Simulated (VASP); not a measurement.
# BN (F-43m) in VASP: further runs, part 2 of 2

VASP 6.6.1.

**4. Electric field gradients, LDA (volume scaled by 1.04)**

INCAR reads:

```
SYSTEM = BN
PREC = Accurate
ENCUT = 520
EDIFF = 1E-8
ISMEAR = -1
SIGMA = 0.02
LREAL = .False.
LASPH = .True.
NELM = 100
ALGO = Normal
ISIF = 2
LWAVE = .False.
LCHARG = .False.
GGA = CA
LEFG = .True.
NBANDS = 11
```

KPOINTS reads:

```
Automatic mesh
0
Gamma
  11 11 11
  0 0 0
```

POSCAR reads:

```
BN
1.0
    0.0000000000      1.8312856224      1.8312856224
    1.8312856224      0.0000000000      1.8312856224
    1.8312856224      1.8312856224      0.0000000000
B N
1 1
Direct
    0.0000000000      0.0000000000      0.0000000000
    0.7500000000      0.7500000000      0.7500000000
```

Potentials or basis: VASP PAW LDA potentials, release 64 (B, N).

Run with:

```bash
$ cat potpaw_LDA.64/B/POTCAR potpaw_LDA.64/N/POTCAR > POTCAR
$ mpirun -np 1 vasp_std > vasp.out
```

OUTCAR:

```text
SYSTEM = BN
   PREC = Accurate
   ENCUT = 520
   EDIFF = 1E-8
   ISMEAR = -1
   LREAL = .False.
   LASPH = .True.
   NELM = 100
   ISIF = 2
   GGA = CA

 ion  position               nearest neighbor table
   1  0.000  0.000  0.000-   2 1.59   2 1.59   2 1.59   2 1.59
   2  0.750  0.750  0.750-   1 1.59   1 1.59   1 1.59   1 1.59

  LATTYP: Found a face centered cubic cell.
 ALAT       =     3.6625712448

  Lattice vectors:

 A1 = (   0.0000000000,   1.8312856224,   1.8312856224)
 A2 = (   1.8312856224,   0.0000000000,   1.8312856224)
 A3 = (   1.8312856224,   1.8312856224,   0.0000000000)

Analysis of symmetry for initial positions (statically):
=====================================================================
 Subroutine PRICEL returns:
 Original cell was already a primitive cell.

 Routine SETGRP: Setting up the symmetry group for a
 face centered cubic supercell.

 Subroutine GETGRP returns: Found 24 space group operations
 (whereof 24 operations were pure point group operations)
 out of a pool of 48 trial point group operations.

The static configuration has the point symmetry T_d .

Analysis of symmetry for dynamics (positions and initial velocities):
=====================================================================
 Subroutine PRICEL returns:
 Original cell was already a primitive cell.

 Routine SETGRP: Setting up the symmetry group for a
 face centered cubic supercell.

 Subroutine GETGRP returns: Found 24 space group operations
 (whereof 24 operations were pure point group operations)
 out of a pool of 48 trial point group operations.

The dynamic configuration has the point symmetry T_d .

[... 161 lines left out ...]
      8      16.7181      0.00000
      9      30.6643      0.00000
     10      34.2159      0.00000
     11      34.2159      0.00000
[... 309 lines left out ...]
 k-point    24 :      -0.1818    0.1818    0.0000
  band No.  band energies     occupation
      1     -10.7227      2.00000
      2       1.5341      2.00000
      3       3.2763      2.00000
      4       5.8953      2.00000
      5      17.1108      0.00000
      6      17.1391      0.00000
      7      17.5423      0.00000
      8      19.8161      0.00000
      9      27.7569      0.00000
     10      28.4469      0.00000
     11      32.7115      0.00000

 [... further k-points ...]
[... 5 lines left out ...]
  --------------------------------------------------------------------------------------
  -------------------------------------------------------------------------------------
  Total       -1.7948968     -1.7948968     -1.7948968      0.0000000      0.0000000      0.0000000
  in kB     -234.1271651   -234.1271651   -234.1271651      0.0000000      0.0000000      0.0000000
  external PRESSURE =    -234.1271651 kB  Pullay stress =       0.0000000 kB

 VOLUME and BASIS-vectors are now :
 -----------------------------------------------------------------------------
  energy-cutoff  :      520.00
  volume of cell :       12.28
      direct lattice vectors                 reciprocal lattice vectors
     0.000000000  1.831285622  1.831285622    -0.273032232  0.273032232  0.273032232
     1.831285622  0.000000000  1.831285622     0.273032232 -0.273032232  0.273032232
     1.831285622  1.831285622  0.000000000     0.273032232  0.273032232 -0.273032232

 POSITION                                       TOTAL-FORCE (eV/Angst)
 -----------------------------------------------------------------------------------
      0.00000      0.00000      0.00000         0.000000      0.000000      0.000000
      2.74693      2.74693      2.74693        -0.000000     -0.000000     -0.000000
 -----------------------------------------------------------------------------------
    total drift:                                0.000000      0.000000      0.000000

  FREE ENERGIE OF THE ION-ELECTRON SYSTEM (eV)
  ---------------------------------------------------
  free  energy   TOTEN  =       -19.3552412939 eV

  energy  without entropy=      -19.3552412939  energy(sigma->0) =      -19.35524129

 Electric field gradients (V/A^2)
---------------------------------------------------------------------
 ion       V_xx      V_yy      V_zz      V_xy      V_xz      V_yz
---------------------------------------------------------------------
   1      -0.000    -0.000     0.000     0.000     0.000     0.000
   2      -0.000     0.000     0.000    -0.001    -0.001    -0.001
---------------------------------------------------------------------

 Electric field gradients after diagonalization (V/A^2)
 (convention: |V_zz| > |V_xx| > |V_yy|)
----------------------------------------------------------------------
 ion       V_xx      V_yy      V_zz     asymmetry (V_yy - V_xx)/ V_zz
----------------------------------------------------------------------
   1      -0.000    -0.000     0.000       0.000
   2       0.001     0.001    -0.001       0.000
----------------------------------------------------------------------

           NMR quadrupolar parameters

 Cq : quadrupolar parameter    Cq=e*Q*V_zz/h
 eta: asymmetry parameters     (V_yy - V_xx)/ V_zz
 Q  : nuclear electric quadrupole moment in mb (millibarn)
----------------------------------------------------------------------
 ion       Cq(MHz)       eta       Q (mb)
----------------------------------------------------------------------
   1       0.000       0.000       1.000
   2      -0.000       0.000       1.000
----------------------------------------------------------------------
```

OSZICAR:

```text
N       E                     dE             d eps       ncg     rms          rms(c)
DAV:   1     0.677053839188E+01    0.67705E+01   -0.49280E+03  1264   0.713E+02
DAV:   2    -0.200270805527E+02   -0.26798E+02   -0.26195E+02  1510   0.150E+02
DAV:   3    -0.204164106344E+02   -0.38933E+00   -0.38879E+00  1460   0.153E+01
DAV:   4    -0.204168211248E+02   -0.41049E-03   -0.41048E-03  1331   0.614E-01
DAV:   5    -0.204168215682E+02   -0.44341E-06   -0.44339E-06  1400   0.187E-02    0.630E+00
DAV:   6    -0.194806027012E+02    0.93622E+00   -0.33137E+00  1235   0.100E+01    0.296E+00
DAV:   7    -0.193859423518E+02    0.94660E-01   -0.67864E-02  1409   0.217E+00    0.173E+00
DAV:   8    -0.193554175802E+02    0.30525E-01   -0.42070E-02  1352   0.138E+00    0.159E-01
DAV:   9    -0.193552576564E+02    0.15992E-03   -0.97394E-04  1349   0.258E-01    0.794E-02
DAV:  10    -0.193552408292E+02    0.16827E-04   -0.50934E-05  1361   0.647E-02    0.141E-02
DAV:  11    -0.193552413321E+02   -0.50287E-06   -0.12549E-06  1394   0.784E-03    0.645E-03
DAV:  12    -0.193552412931E+02    0.39035E-07   -0.39323E-07  1340   0.354E-03    0.139E-04
DAV:  13    -0.193552412939E+02   -0.84253E-09   -0.55409E-09   697   0.680E-04
   1 F= -.19355241E+02 E0= -.19355241E+02  d E =-.507932E-11
```

Wall time 3.2 s (1 thread of Intel Xeon 6975P-C (Granite Rapids), shared host); peak memory 0.11 GiB.

What came out:

| Item | Value |
| --- | --- |
| Free energy | -19.3552 eV |
| Pressure | -23.4 GPa |
| Band gap on the k mesh | 4.40 eV, indirect (least direct gap 8.50 eV) |

Caveat: without QUAD_EFG the Cq values of the log hold for a quadrupole moment of 1 mb, not for the nuclei. A k mesh can miss the band edges.

**5. Electric field gradients, LDA (volume scaled by 1.04)**

INCAR reads:

```
PREC = Accurate ; ENCUT = 520
EDIFF = 1E-8 ; ISMEAR = -1
SIGMA = 0.02 ; LREAL = F
LASPH = T ; NELM = 60
ALGO = Normal ; ISIF = 2
LWAVE = F ; LCHARG = F
GGA = CA ; LEFG = T
NBANDS = 11
```

KPOINTS reads:

```
Automatic mesh
0
Gamma
  11 11 11
```

POSCAR is that of step 4.

Potentials or basis: VASP PAW LDA potentials, release 64 (B, N).

Run with:

```bash
$ cat potpaw_LDA.64/B/POTCAR potpaw_LDA.64/N/POTCAR > POTCAR
$ mpirun -np 1 vasp_std > vasp.out
```

OUTCAR:

```text
PREC = Accurate
   ENCUT = 520
   EDIFF = 1E-8
   ISMEAR = -1
   LREAL = F
   LASPH = T
   NELM = 60
   ISIF = 2
   GGA = CA

 ion  position               nearest neighbor table
   1  0.000  0.000  0.000-   2 1.59   2 1.59   2 1.59   2 1.59
   2  0.750  0.750  0.750-   1 1.59   1 1.59   1 1.59   1 1.59

  LATTYP: Found a face centered cubic cell.
 ALAT       =     3.6625712448

  Lattice vectors:

 A1 = (   0.0000000000,   1.8312856224,   1.8312856224)
 A2 = (   1.8312856224,   0.0000000000,   1.8312856224)
 A3 = (   1.8312856224,   1.8312856224,   0.0000000000)

Analysis of symmetry for initial positions (statically):
=====================================================================
 Subroutine PRICEL returns:
 Original cell was already a primitive cell.

 Routine SETGRP: Setting up the symmetry group for a
 face centered cubic supercell.

 Subroutine GETGRP returns: Found 24 space group operations
 (whereof 24 operations were pure point group operations)
 out of a pool of 48 trial point group operations.

The static configuration has the point symmetry T_d .

Analysis of symmetry for dynamics (positions and initial velocities):
=====================================================================
 Subroutine PRICEL returns:
 Original cell was already a primitive cell.

 Routine SETGRP: Setting up the symmetry group for a
 face centered cubic supercell.

 Subroutine GETGRP returns: Found 24 space group operations
 (whereof 24 operations were pure point group operations)
 out of a pool of 48 trial point group operations.

The dynamic configuration has the point symmetry T_d .

 Subroutine INISYM returns: Found 24 space group operations
 (whereof 24 operations are pure point group operations),
 and found     1 'primitive' translations

----------------------------------------------------------------------------------------

                                     Primitive cell

  volume of cell :      12.2828

  direct lattice vectors                    reciprocal lattice vectors
     0.000000000  1.831285622  1.831285622    -0.273032232  0.273032232  0.273032232
     1.831285622  0.000000000  1.831285622     0.273032232 -0.273032232  0.273032232
     1.831285622  1.831285622  0.000000000     0.273032232  0.273032232 -0.273032232

  length of vectors
     2.589828964  2.589828964  2.589828964     0.472905697  0.472905697  0.472905697

  position of ions in fractional coordinates (direct lattice)
     0.000000000  0.000000000  0.000000000
     0.750000000  0.750000000  0.750000000

  ion indices of the primitive-cell ions
   primitive index   ion index
                 1           1
                 2           2

----------------------------------------------------------------------------------------

 KPOINTS: Automatic mesh

Automatic generation of k-mesh.
 Grid dimensions read from file:
 generate k-points for:   11   11   11
[... 72 lines left out ...]
   POTIM  = 0.5000    time-step for ionic-motion
   TEBEG  =    0.0;   TEEND  =   0.0 temperature during run
   PSTRESS=    0.0 pullay stress
   NELECT =       8.0000    total number of electrons
   NUPDOWN=      -1.0000    fix difference up-down
   EMIN   =  10.00;   EMAX   =-10.00  energy-range for DOS
   EFERMI =   0.00;   METHOD = LEGACY
   ISMEAR =    -1;   SIGMA  =   0.02  broadening in eV -4-tet -1-fermi 0-gaus
   EFERMI_NEDOS =   21; number of points for ismear=-14 and -15
   IALGO  =     38    algorithm
   IMIX   =      4    mixing-type and parameters
     AMIX     =   0.40;   BMIX     =  1.00
     AMIX_MAG =   1.60;   BMIX_MAG =  1.00
  volume/ion in A,a.u.               =       6.14        41.44
  Fermi-wavevector in a.u.,A,eV,Ry     =   1.419075  2.681663 27.399064  2.013774
  Thomas-Fermi vector in A             =   2.540134
   LORBIT       =      0    0 simple, 1 ext, 2 COOP (PROOUT), +10 PAW based schemes
   GGA     = CA    functional components
   LHFCALC =     F    Hartree Fock is set to
   AEXX    =    0.0000 exact exchange contribution
   IVDW    =     0    specifies the selected vdW correction
   LEPSILON=     F    determine dielectric tensor
   LRPA    =     F    only Hartree local field effects (RPA)
 non-spin polarized calculation
  energy-cutoff  :      520.00
  volume of cell :       12.28
 maximum number of plane-waves:       338
   NGX =  9   NGY =  9   NGZ =  9

 number of electron       8.0000002 magnetization

 Free energy of the ion-electron system (eV)
  ---------------------------------------------------
  ext. energy  EPLUGINS =         0.00000000
  ---------------------------------------------------
  free energy    TOTEN  =       -19.35524129 eV

  energy without entropy =      -19.35524129  energy(sigma->0) =      -19.35524129

 E-fermi :   7.3005     XC(G=0): -12.9173

 val. band max:        6.9060107596   @ k =   0.0000   0.0000   0.0000
 cond. band min:      11.3021817514   @ k =   0.4545   0.4545   0.0000
 fundamental gap:      4.3961709918
 Fermi energy:         7.3004827494

 k-point     1 :       0.0000    0.0000    0.0000
  band No.  band energies     occupation
      1     -12.7258      2.00000
      2       6.9060      2.00000
      3       6.9060      2.00000
      4       6.9060      2.00000
      5      15.4049      0.00000
      6      15.4049      0.00000
      7      15.4049      0.00000
      8      16.7181      0.00000
      9      30.6643      0.00000
     10      34.2159      0.00000
     11      34.2159      0.00000
[... 309 lines left out ...]
 k-point    24 :      -0.1818    0.1818    0.0000
  band No.  band energies     occupation
      1     -10.7227      2.00000
      2       1.5341      2.00000
      3       3.2763      2.00000
      4       5.8953      2.00000
      5      17.1108      0.00000
      6      17.1391      0.00000
      7      17.5423      0.00000
      8      19.8161      0.00000
      9      27.7569      0.00000
     10      28.4469      0.00000
     11      32.7115      0.00000

 [... further k-points ...]
[... 5 lines left out ...]
  --------------------------------------------------------------------------------------
  -------------------------------------------------------------------------------------
  Total       -1.7948968     -1.7948968     -1.7948968      0.0000000      0.0000000      0.0000000
  in kB     -234.1271651   -234.1271651   -234.1271651      0.0000000      0.0000000      0.0000000
  external PRESSURE =    -234.1271651 kB  Pullay stress =       0.0000000 kB

 VOLUME and BASIS-vectors are now :
 -----------------------------------------------------------------------------
  energy-cutoff  :      520.00
  volume of cell :       12.28
      direct lattice vectors                 reciprocal lattice vectors
     0.000000000  1.831285622  1.831285622    -0.273032232  0.273032232  0.273032232
     1.831285622  0.000000000  1.831285622     0.273032232 -0.273032232  0.273032232
     1.831285622  1.831285622  0.000000000     0.273032232  0.273032232 -0.273032232

 POSITION                                       TOTAL-FORCE (eV/Angst)
 -----------------------------------------------------------------------------------
      0.00000      0.00000      0.00000         0.000000      0.000000      0.000000
      2.74693      2.74693      2.74693        -0.000000     -0.000000     -0.000000
 -----------------------------------------------------------------------------------
    total drift:                                0.000000      0.000000      0.000000

  FREE ENERGIE OF THE ION-ELECTRON SYSTEM (eV)
  ---------------------------------------------------
  free  energy   TOTEN  =       -19.3552412939 eV

  energy  without entropy=      -19.3552412939  energy(sigma->0) =      -19.35524129

 Electric field gradients (V/A^2)
---------------------------------------------------------------------
 ion       V_xx      V_yy      V_zz      V_xy      V_xz      V_yz
---------------------------------------------------------------------
   1      -0.000    -0.000     0.000     0.000     0.000     0.000
   2      -0.000     0.000     0.000    -0.001    -0.001    -0.001
---------------------------------------------------------------------

 Electric field gradients after diagonalization (V/A^2)
 (convention: |V_zz| > |V_xx| > |V_yy|)
----------------------------------------------------------------------
 ion       V_xx      V_yy      V_zz     asymmetry (V_yy - V_xx)/ V_zz
----------------------------------------------------------------------
   1      -0.000    -0.000     0.000       0.000
   2       0.001     0.001    -0.001       0.000
----------------------------------------------------------------------

           NMR quadrupolar parameters

 Cq : quadrupolar parameter    Cq=e*Q*V_zz/h
 eta: asymmetry parameters     (V_yy - V_xx)/ V_zz
 Q  : nuclear electric quadrupole moment in mb (millibarn)
----------------------------------------------------------------------
 ion       Cq(MHz)       eta       Q (mb)
----------------------------------------------------------------------
   1       0.000       0.000       1.000
   2      -0.000       0.000       1.000
----------------------------------------------------------------------
```

OSZICAR:

```text
N       E                     dE             d eps       ncg     rms          rms(c)
DAV:   1     0.677053839188E+01    0.67705E+01   -0.49280E+03  1264   0.713E+02
DAV:   2    -0.200270805527E+02   -0.26798E+02   -0.26195E+02  1510   0.150E+02
DAV:   3    -0.204164106344E+02   -0.38933E+00   -0.38879E+00  1460   0.153E+01
DAV:   4    -0.204168211248E+02   -0.41049E-03   -0.41048E-03  1331   0.614E-01
DAV:   5    -0.204168215682E+02   -0.44341E-06   -0.44339E-06  1400   0.187E-02    0.630E+00
DAV:   6    -0.194806027012E+02    0.93622E+00   -0.33137E+00  1235   0.100E+01    0.296E+00
DAV:   7    -0.193859423518E+02    0.94660E-01   -0.67864E-02  1409   0.217E+00    0.173E+00
DAV:   8    -0.193554175802E+02    0.30525E-01   -0.42070E-02  1352   0.138E+00    0.159E-01
DAV:   9    -0.193552576564E+02    0.15992E-03   -0.97394E-04  1349   0.258E-01    0.794E-02
DAV:  10    -0.193552408292E+02    0.16827E-04   -0.50934E-05  1361   0.647E-02    0.141E-02
DAV:  11    -0.193552413321E+02   -0.50287E-06   -0.12549E-06  1394   0.784E-03    0.645E-03
DAV:  12    -0.193552412931E+02    0.39035E-07   -0.39323E-07  1340   0.354E-03    0.139E-04
DAV:  13    -0.193552412939E+02   -0.84253E-09   -0.55409E-09   697   0.680E-04
   1 F= -.19355241E+02 E0= -.19355241E+02  d E =-.507932E-11
```

stdout:

```text
POSCAR found type information on POSCAR B N
 POSCAR found :  2 types and       2 ions
 scaLAPACK will be used
 LDA part: xc-table for (Slater(with rela. corr.)+CA(PZ))
 , standard interpolation
 POSCAR, INCAR and KPOINTS ok, starting setup
 FFT: planning ... GRIDC
 FFT: planning ... GRID_SOFT
 FFT: planning ... GRID
 WAVECAR not read
 entering main loop
ion   1

ion   2
```

It took 3.1 s on 1 thread of Intel Xeon 6975P-C (Granite Rapids), shared host; peak memory 0.11 GiB.

What came out:

```
Free energy            : -19.3552 eV
Pressure               : -23.4 GPa
Band gap on the k mesh : 4.40 eV, indirect (least direct gap 8.50 eV)
```

Caveat: without QUAD_EFG the Cq values of the log hold for a quadrupole moment of 1 mb, not for the nuclei.
